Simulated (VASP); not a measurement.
# RbCl (Fm-3m) in VASP: notebook

RbCl is run at these levels: r2SCAN; tasks: relaxation of cell and atoms.

All numbers are computed with VASP 6.6.1; they aren't measurements. Logs are shortened: lines on timing, memory, paths and dates and some standing lists are left out, and cuts for length are marked.

**1. The cell of the first run**

The structure is cubic, space group Fm-3m (No. 225). The conventional cell has a = 6.615 Å, b = 6.615 Å, c = 6.615 Å, α = 90.00°, β = 90.00°, γ = 90.00°. Rb (site symmetry m-3m) has 6 Cl at 3.31 Å within 4.4 Å. Cl (site symmetry m-3m) has 6 Rb at 3.31 Å within 4.4 Å.

**2. Relaxation of cell and atoms, r2SCAN**

POSCAR

```
RbCl
1.0
    0.0000000000      3.3077128624      3.3077128624
    3.3077128624      0.0000000000      3.3077128624
    3.3077128624      3.3077128624      0.0000000000
Rb Cl
1 1
Direct
    0.0000000000      0.0000000000      0.0000000000
    0.5000000000      0.5000000000      0.5000000000
```

INCAR.step1

```
ALGO = Normal
EDIFF = 1E-4
ENCUT = 600
GGA = PE
ISMEAR = -1
LASPH = T
LCHARG = F
LREAL = F
LWAVE = T
NELM = 100
PREC = Accurate
SIGMA = 0.02
```

INCAR.step2

```
ALGO = Normal
EDIFF = 1E-6
EDIFFG = -0.03
ENCUT = 600
IBRION = 2
ISIF = 3
ISMEAR = -1
ISTART = 1
LASPH = T
LCHARG = F
LMIXTAU = T
LREAL = F
LWAVE = F
METAGGA = R2SCAN
NELM = 100
NSW = 80
PREC = Accurate
SIGMA = 0.02
```

KPOINTS

```
k-points
0
Gamma
  5 5 5
```

Potentials or basis: VASP PAW PBE potentials, release 64 (Rb_sv, Cl).

On the command line:

```
> cat potpaw_PBE.64/Rb_sv/POTCAR potpaw_PBE.64/Cl/POTCAR > POTCAR
> cp INCAR.step1 INCAR
> mpirun -np 1 vasp_std > vasp.out
> cp INCAR.step2 INCAR
> mpirun -np 1 vasp_std > vasp.out
```

OUTCAR:

```text
EDIFF = 1E-6
   EDIFFG = -0.03
   ENCUT = 600
   IBRION = 2
   ISIF = 3
   ISMEAR = -1
   ISTART = 1
   LASPH = T
   LREAL = F
   METAGGA = R2SCAN
   NELM = 100
   NSW = 80
   PREC = Accurate

 ion  position               nearest neighbor table
   1  0.000  0.000  0.000-   2 3.31   2 3.31   2 3.31   2 3.31   2 3.31   2 3.31
   2  0.500  0.500  0.500-   1 3.31   1 3.31   1 3.31   1 3.31   1 3.31   1 3.31

  LATTYP: Found a face centered cubic cell.
 ALAT       =     6.6154257248

  Lattice vectors:

 A1 = (   0.0000000000,   3.3077128624,   3.3077128624)
 A2 = (   3.3077128624,   0.0000000000,   3.3077128624)
 A3 = (   3.3077128624,   3.3077128624,   0.0000000000)

Analysis of symmetry for initial positions (statically):
=====================================================================
 Subroutine PRICEL returns:
 Original cell was already a primitive cell.

 Routine SETGRP: Setting up the symmetry group for a
 face centered cubic supercell.

 Subroutine GETGRP returns: Found 48 space group operations
 (whereof 48 operations were pure point group operations)
 out of a pool of 48 trial point group operations.

The static configuration has the point symmetry O_h .

Analysis of symmetry for dynamics (positions and initial velocities):
=====================================================================
 Subroutine PRICEL returns:
 Original cell was already a primitive cell.

 Routine SETGRP: Setting up the symmetry group for a
 face centered cubic supercell.

 Subroutine GETGRP returns: Found 48 space group operations
 (whereof 48 operations were pure point group operations)
 out of a pool of 48 trial point group operations.

The dynamic configuration has the point symmetry O_h .

 Subroutine INISYM returns: Found 48 space group operations
 (whereof 48 operations are pure point group operations),
 and found     1 'primitive' translations

----------------------------------------------------------------------------------------

                                     Primitive cell

  volume of cell :      72.3791

  direct lattice vectors                    reciprocal lattice vectors
     0.000000000  3.307712862  3.307712862    -0.151161851  0.151161851  0.151161851
     3.307712862  0.000000000  3.307712862     0.151161851 -0.151161851  0.151161851
     3.307712862  3.307712862  0.000000000     0.151161851  0.151161851 -0.151161851

  length of vectors
     4.677812390  4.677812390  4.677812390     0.261820007  0.261820007  0.261820007

  position of ions in fractional coordinates (direct lattice)
     0.000000000  0.000000000  0.000000000
     0.500000000  0.500000000  0.500000000

  ion indices of the primitive-cell ions
   primitive index   ion index
                 1           1
                 2           2

----------------------------------------------------------------------------------------

 KPOINTS: k-points

Automatic generation of k-mesh.
 Grid dimensions read from file:
 generate k-points for:    5    5    5

 Generating k-lattice:

  Cartesian coordinates                     Fractional coordinates (reciprocal lattice)
    -0.030232370  0.030232370  0.030232370     0.200000000  0.000000000  0.000000000
     0.030232370 -0.030232370  0.030232370     0.000000000  0.200000000  0.000000000
     0.030232370  0.030232370 -0.030232370     0.000000000  0.000000000  0.200000000

  Length of vectors
     0.052364001  0.052364001  0.052364001

  Shift w.r.t. Gamma in fractional coordinates (k-lattice)
     0.000000000  0.000000000  0.000000000

 Subroutine IBZKPT returns following result:
 ===========================================

 Found     10 irreducible k-points:

 Following reciprocal coordinates:
            Coordinates               Weight
  0.000000  0.000000  0.000000      1.000000
  0.200000  0.000000  0.000000      8.000000
  0.400000  0.000000  0.000000      8.000000
  0.200000  0.200000  0.000000      6.000000
  0.400000  0.200000  0.000000     24.000000
 -0.400000  0.200000  0.000000     24.000000
 -0.200000  0.200000  0.000000     12.000000
  0.400000  0.400000  0.000000      6.000000
 -0.400000  0.400000  0.000000     12.000000
 -0.400000  0.400000  0.200000     24.000000
   k-points           NKPTS =     10   k-points in BZ     NKDIM =     10   number of bands    NBANDS=     12
   number of dos      NEDOS =    301   number of ions     NIONS =      2
   total plane-waves  NPLWV =  64000
   dimension x,y,z NGX =    40 NGY =   40 NGZ =   40
   dimension x,y,z NGXF=    80 NGYF=   80 NGZF=   80
   ions per type =               1   1
   NGX,Y,Z   is equivalent  to a cutoff of  14.22, 14.22, 14.22 a.u.
   NGXF,Y,Z  is equivalent  to a cutoff of  28.43, 28.43, 28.43 a.u.
 SYSTEM =  unknown system
   PREC   = accura    normal or accurate (medium, high low for compatibility)
   ISTART =      1    job   : 0-new  1-cont  2-samecut
   ICHARG =      0    charge: 1-file 2-atom 10-const
   ISPIN  =      1    spin polarized calculation?
   LNONCOLLINEAR =      F non collinear calculations
   LSORBIT =      F    spin-orbit coupling
   LASPH  =      T    aspherical Exc in radial PAW
   ENCUT  =  600.0 eV  44.10 Ry    6.64 a.u.   9.34  9.34  9.34*2*pi/ulx,y,z
   NELM   =    100;   NELMIN=  2; NELMDL=  0     # of ELM steps
   EDIFF  = 0.1E-05   stopping-criterion for ELM
   LREAL  =      F    real-space projection
   EDIFFG = -.3E-01   stopping-criterion for IOM
   NSW    =     80    number of steps for IOM
   IBRION =      2    ionic relax: 0-MD 1-quasi-New 2-CG
   NFREE  =      1    steps in history (QN), initial steepest desc. (CG)
   ISIF   =      3    stress and relaxation
   ISYM   =      2    0-nonsym 1-usesym 2-fastsym
   POTIM  = 0.5000    time-step for ionic-motion
   TEBEG  =    0.0;   TEEND  =   0.0 temperature during run
   PSTRESS=    0.0 pullay stress
   NELECT =      16.0000    total number of electrons
   NUPDOWN=      -1.0000    fix difference up-down
   EMIN   =  10.00;   EMAX   =-10.00  energy-range for DOS
   EFERMI =   0.00;   METHOD = LEGACY
   ISMEAR =    -1;   SIGMA  =   0.02  broadening in eV -4-tet -1-fermi 0-gaus
   EFERMI_NEDOS =   21; number of points for ismear=-14 and -15
   IALGO  =     38    algorithm
   IMIX   =      4    mixing-type and parameters
     AMIX     =   0.40;   BMIX     =  1.00
     AMIX_MAG =   1.60;   BMIX_MAG =  1.00
  volume/ion in A,a.u.               =      36.19       244.22
  Fermi-wavevector in a.u.,A,eV,Ry     =   0.989867  1.870578 13.331498  0.979837
  Thomas-Fermi vector in A             =   2.121497
   LORBIT       =      0    0 simple, 1 ext, 2 COOP (PROOUT), +10 PAW based schemes
   METAGGA = R2SCAN    functional components
   LHFCALC =     F    Hartree Fock is set to
   AEXX    =    0.0000 exact exchange contribution
   IVDW    =     0    specifies the selected vdW correction
   LEPSILON=     F    determine dielectric tensor
   LRPA    =     F    only Hartree local field effects (RPA)
 conjugate gradient relaxation of ions
 non-spin polarized calculation
  energy-cutoff  :      600.00
  volume of cell :       72.38
 maximum number of plane-waves:      2437
 NGX is ok and might be reduce to    40
   NGX = 19   NGY = 19   NGZ = 19

 number of electron      16.0000001 magnetization

 Free energy of the ion-electron system (eV)
  ---------------------------------------------------
  ext. energy  EPLUGINS =         0.00000000
  ---------------------------------------------------
  free energy    TOTEN  =       -24.38605434 eV

  energy without entropy =      -24.38605434  energy(sigma->0) =      -24.38605434

 E-fermi :  -1.8302     XC(G=0):  -7.7108

 val. band max:       -2.3542230623   @ k =   0.0000   0.0000   0.0000
 cond. band min:       3.1973370817   @ k =   0.0000   0.0000   0.0000
 fundamental gap:      5.5515601440
 Fermi energy:        -1.8301517470

 k-point     1 :       0.0000    0.0000    0.0000
  band No.  band energies     occupation
      1     -27.0283      2.00000
      2     -14.8865      2.00000
      3     -10.5314      2.00000
      4     -10.5314      2.00000
      5     -10.5314      2.00000
      6      -2.3542      2.00000
      7      -2.3542      2.00000
      8      -2.3542      2.00000
      9       3.1973      0.00000
     10       6.2515      0.00000
     11       6.2515      0.00000
     12       6.2515      0.00000

 k-point     2 :       0.2000    0.0000    0.0000
  band No.  band energies     occupation
      1     -27.0231      2.00000
      2     -14.9055      2.00000
      3     -10.5350      2.00000
      4     -10.5350      2.00000
      5     -10.5229      2.00000
      6      -2.6784      2.00000
      7      -2.4694      2.00000
      8      -2.4694      2.00000
      9       4.0405      0.00000
     10       5.9676      0.00000
     11       6.7560      0.00000
     12       6.7560      0.00000

 k-point     3 :       0.4000    0.0000    0.0000
  band No.  band energies     occupation
      1     -27.0146      2.00000
      2     -14.9360      2.00000
      3     -10.5408      2.00000
      4     -10.5408      2.00000
      5     -10.5098      2.00000
      6      -3.1115      2.00000
      7      -2.6450      2.00000
      8      -2.6450      2.00000
      9       5.5441      0.00000
     10       6.0328      0.00000
     11       8.0630      0.00000
     12       8.0630      0.00000
[... 76 lines left out ...]
 k-point     9 :      -0.4000    0.4000    0.0000
  band No.  band energies     occupation
      1     -27.0090      2.00000
      2     -14.8618      2.00000
      3     -10.7456      2.00000
      4     -10.6049      2.00000
      5     -10.5980      2.00000
      6      -2.6566      2.00000
      7      -2.6551      2.00000
      8      -2.5345      2.00000
      9       4.8172      0.00000
     10       7.0655      0.00000
     11       7.1390      0.00000
     12       8.4526      0.00000

 k-point    10 :      -0.4000    0.4000    0.2000
  band No.  band energies     occupation
      1     -27.0099      2.00000
      2     -14.8810      2.00000
      3     -10.6709      2.00000
      4     -10.6662      2.00000
      5     -10.5283      2.00000
      6      -2.8293      2.00000
      7      -2.6362      2.00000
      8      -2.5505      2.00000
      9       5.3898      0.00000
     10       6.1057      0.00000
     11       7.6302      0.00000
     12       8.5064      0.00000

------------------------ aborting loop because EDIFF is reached ----------------------------------------

  FORCE on cell =-STRESS in cart. coord.  units (eV):
  Direction    XX          YY          ZZ          XY          YZ          ZX
  --------------------------------------------------------------------------------------
  -------------------------------------------------------------------------------------
  Total        0.0055419      0.0055419      0.0055419     -0.0000000     -0.0000000     -0.0000000
  in kB        0.1226754      0.1226754      0.1226754     -0.0000000     -0.0000000     -0.0000000
  external PRESSURE =       0.1226754 kB  Pullay stress =       0.0000000 kB

 VOLUME and BASIS-vectors are now :
 -----------------------------------------------------------------------------
  energy-cutoff  :      600.00
  volume of cell :       72.38
      direct lattice vectors                 reciprocal lattice vectors
     0.000000000  3.307712862  3.307712862    -0.151161851  0.151161851  0.151161851
     3.307712862  0.000000000  3.307712862     0.151161851 -0.151161851  0.151161851
     3.307712862  3.307712862  0.000000000     0.151161851  0.151161851 -0.151161851

 POSITION                                       TOTAL-FORCE (eV/Angst)
 -----------------------------------------------------------------------------------
      0.00000      0.00000      0.00000        -0.000000     -0.000000     -0.000000
      3.30771      3.30771      3.30771         0.000000      0.000000      0.000000
 -----------------------------------------------------------------------------------
    total drift:                                0.000000     -0.000000      0.000000

  FREE ENERGIE OF THE ION-ELECTRON SYSTEM (eV)
  ---------------------------------------------------
  free  energy   TOTEN  =       -24.3860543356 eV

  energy  without entropy=      -24.3860543356  energy(sigma->0) =      -24.38605434

 reached required accuracy - stopping structural energy minimisation
```

Run time: 64 s. Hardware: 1 thread of Intel Xeon 6975P-C, shared host; peak memory 0.25 GiB.

What came out:

```
Free energy             : -24.3861 eV
Pressure after relaxing : 0.0 GPa
Band gap on the k mesh  : 5.55 eV, direct
```

Final structure:
```xyz
2
Lattice="0.0000 3.3077 3.3077 3.3077 0.0000 3.3077 3.3077 3.3077 0.0000" Properties=species:S:1:pos:R:3 pbc="T T T"
Rb    0.0000    0.0000    0.0000
Cl    3.3077    3.3077    3.3077
```

Caveat: the relaxation stopped at its first step, so nothing moved; the PAW data sets were made with another functional, which shifts forces and pressure a little. r2SCAN opens gaps a little over a GGA but as a rule still falls short of measured ones.

**3. Relaxation of cell and atoms, r2SCAN**

This run uses another cell than the first one, of 46.27 Å³/atom, 1.278 times its volume.

POSCAR

```
RbCl
1.0
    0.0000000000      3.5900000000      3.5900000000
    3.5900000000      0.0000000000      3.5900000000
    3.5900000000      3.5900000000      0.0000000000
Rb Cl
1 1
Direct
    0.0000000000      0.0000000000      0.0000000000
    0.5000000000      0.5000000000      0.5000000000
```

INCAR.step1

```
SYSTEM = RbCl
PREC = Accurate
ENCUT = 600
ISMEAR = -1
SIGMA = 0.02
LREAL = .FALSE.
LASPH = .TRUE.
NELM = 60
GGA = PE
ALGO = Normal
EDIFF = 1E-4
LWAVE = .TRUE.
LCHARG = .FALSE.
```

INCAR.step2

```
SYSTEM = RbCl
PREC = Accurate
ENCUT = 600
EDIFF = 1E-6
ISMEAR = -1
SIGMA = 0.02
LREAL = .FALSE.
LASPH = .TRUE.
NELM = 60
ALGO = Normal
ISIF = 3
LWAVE = .FALSE.
LCHARG = .FALSE.
METAGGA = R2SCAN
LMIXTAU = .TRUE.
IBRION = 2
NSW = 80
EDIFFG = -0.03
ISTART = 1
```

KPOINTS

```
Automatic mesh
0
G
  5 5 5
  0 0 0
```

Potentials or basis: VASP PAW PBE potentials, release 64 (Rb_sv, Cl).

On the command line:

```
> cat potpaw_PBE.64/Rb_sv/POTCAR potpaw_PBE.64/Cl/POTCAR > POTCAR
> cp INCAR.step1 INCAR
> mpirun -np 1 vasp_std > vasp.out
> cp INCAR.step2 INCAR
> mpirun -np 1 vasp_std > vasp.out
```

OUTCAR:

```text
SYSTEM = RbCl
   PREC = Accurate
   ENCUT = 600
   EDIFF = 1E-6
   ISMEAR = -1
   LREAL = .FALSE.
   LASPH = .TRUE.
   NELM = 60
   ISIF = 3
   METAGGA = R2SCAN
   IBRION = 2
   NSW = 80
   EDIFFG = -0.03
   ISTART = 1

 ion  position               nearest neighbor table
   1  0.000  0.000  0.000-   2 3.59   2 3.59   2 3.59   2 3.59   2 3.59   2 3.59
   2  0.500  0.500  0.500-   1 3.59   1 3.59   1 3.59   1 3.59   1 3.59   1 3.59

  LATTYP: Found a face centered cubic cell.
 ALAT       =     7.1800000000

  Lattice vectors:

 A1 = (   0.0000000000,   3.5900000000,   3.5900000000)
 A2 = (   3.5900000000,   0.0000000000,   3.5900000000)
 A3 = (   3.5900000000,   3.5900000000,   0.0000000000)

Analysis of symmetry for initial positions (statically):
=====================================================================
 Subroutine PRICEL returns:
 Original cell was already a primitive cell.

 Routine SETGRP: Setting up the symmetry group for a
 face centered cubic supercell.

 Subroutine GETGRP returns: Found 48 space group operations
 (whereof 48 operations were pure point group operations)
 out of a pool of 48 trial point group operations.

The static configuration has the point symmetry O_h .
[... 138 lines left out ...]

 number of electron      15.9999999 magnetization

 Free energy of the ion-electron system (eV)
  ---------------------------------------------------
  ext. energy  EPLUGINS =         0.00000000
  ---------------------------------------------------
  free energy    TOTEN  =       -24.21008305 eV

  energy without entropy =      -24.21008305  energy(sigma->0) =      -24.21008305

------------------------ aborting loop because EDIFF is reached ----------------------------------------

  FORCE on cell =-STRESS in cart. coord.  units (eV):
  Direction    XX          YY          ZZ          XY          YZ          ZX
  --------------------------------------------------------------------------------------
  -------------------------------------------------------------------------------------
  Total       -1.2719581     -1.2719581     -1.2719581      0.0000000     -0.0000000     -0.0000000
  in kB      -22.0226732    -22.0226732    -22.0226732      0.0000000     -0.0000000     -0.0000000
  external PRESSURE =     -22.0226732 kB  Pullay stress =       0.0000000 kB
[... 131 lines left out ...]
--------------------------------------- Ionic step        5  -------------------------------------------

 number of electron      16.0000001 magnetization

 Free energy of the ion-electron system (eV)
  ---------------------------------------------------
  ext. energy  EPLUGINS =         0.00000000
  ---------------------------------------------------
  free energy    TOTEN  =       -24.38694190 eV

  energy without entropy =      -24.38694190  energy(sigma->0) =      -24.38694190

 E-fermi :  -1.8319     XC(G=0):  -7.7028

 val. band max:       -2.3607041006   @ k =   0.0000   0.0000   0.0000
 cond. band min:       3.1850301485   @ k =   0.0000   0.0000   0.0000
 fundamental gap:      5.5457342491
 Fermi energy:        -1.8318582681

 k-point     1 :       0.0000    0.0000    0.0000
  band No.  band energies     occupation
      1     -27.0401      2.00000
      2     -14.8912      2.00000
      3     -10.5430      2.00000
      4     -10.5430      2.00000
      5     -10.5430      2.00000
      6      -2.3607      2.00000
      7      -2.3607      2.00000
      8      -2.3607      2.00000
      9       3.1850      0.00000
     10       6.2437      0.00000
     11       6.2437      0.00000
     12       6.2437      0.00000
[... 162 lines left out ...]
  FREE ENERGIE OF THE ION-ELECTRON SYSTEM (eV)
  ---------------------------------------------------
  free  energy   TOTEN  =       -24.3869419023 eV

  energy  without entropy=      -24.3869419023  energy(sigma->0) =      -24.38694190

 reached required accuracy - stopping structural energy minimisation
```

OSZICAR.step1:

```text
N       E                     dE             d eps       ncg     rms          rms(c)
DAV:   1     0.102724355043E+03    0.10272E+03   -0.70841E+03   240   0.125E+03
DAV:   2     0.515626695008E+00   -0.10221E+03   -0.96382E+02   360   0.196E+02
DAV:   3    -0.688692456827E+01   -0.74026E+01   -0.73728E+01   292   0.620E+01
DAV:   4    -0.704491706837E+01   -0.15799E+00   -0.15780E+00   372   0.908E+00
DAV:   5    -0.704641399988E+01   -0.14969E-02   -0.14969E-02   308   0.936E-01    0.266E+00
DAV:   6    -0.658329672844E+01    0.46312E+00   -0.80477E-01   284   0.432E+00    0.198E+00
DAV:   7    -0.654210837869E+01    0.41188E-01   -0.18434E-01   292   0.218E+00    0.124E+00
DAV:   8    -0.655694534823E+01   -0.14837E-01   -0.27357E-02   300   0.118E+00    0.224E-01
DAV:   9    -0.655977918162E+01   -0.28338E-02   -0.65977E-03   288   0.446E-01    0.135E-01
DAV:  10    -0.656033384275E+01   -0.55466E-03   -0.80759E-04   288   0.217E-01    0.130E-02
DAV:  11    -0.656036554462E+01   -0.31702E-04   -0.30766E-05   232   0.463E-02
   1 F= -.65603655E+01 E0= -.65603655E+01  d E =-.292990E-10
```

Wall time 5.1 min (1 thread of Intel Xeon 6975P-C, shared host); peak memory 0.3 GiB.

Results:

* Free energy: -24.3869 eV
* Relaxed volume: 36.26 Å³/atom
* Relaxed cell: a = 4.681 Å, b = 4.681 Å, c = 4.681 Å, α = 60.00°, β = 60.00°, γ = 60.00°
* Space group after relaxing (to 0.05 Å): Fm-3m (No. 225)
* Energy gained by relaxing: 88.4 meV/atom
* Ionic steps: 5
* Pressure after relaxing: 0.0 GPa
* Band gap on the k mesh: 5.55 eV, direct

The path:
```csv
step,energy change (eV),largest force (eV/Å),pressure (GPa),volume (Å³)
1,0.0000,0.0000,-2.20,92.54
2,-0.1028,0.0000,-1.72,84.28
3,-0.1724,0.0000,-0.53,75.03
4,-0.1765,0.0000,0.17,71.73
5,-0.1769,0.0000,-0.02,72.51
```

Final structure:
```
CELL_PARAMETERS angstrom
0.00000 3.30972 3.30972
3.30972 0.00000 3.30972
3.30972 3.30972 0.00000
ATOMIC_POSITIONS crystal
Rb 0.00000 0.00000 0.00000
Cl 0.50000 0.50000 0.50000
```

Levels at points of the mesh, in eV from the valence-band top:
```csv
k point,band 6,band 7,band 8,band 9,band 10,band 11
"(0.00, 0.00, 0.00)",0.00,0.00,0.00,5.55,8.60,8.60
```

Caveat: the volume moved by over 15 % at a fixed basis, so the end points are rough; the PAW data sets were made with another functional, which shifts forces and pressure a little. r2SCAN opens gaps a little over a GGA but as a rule still falls short of measured ones.
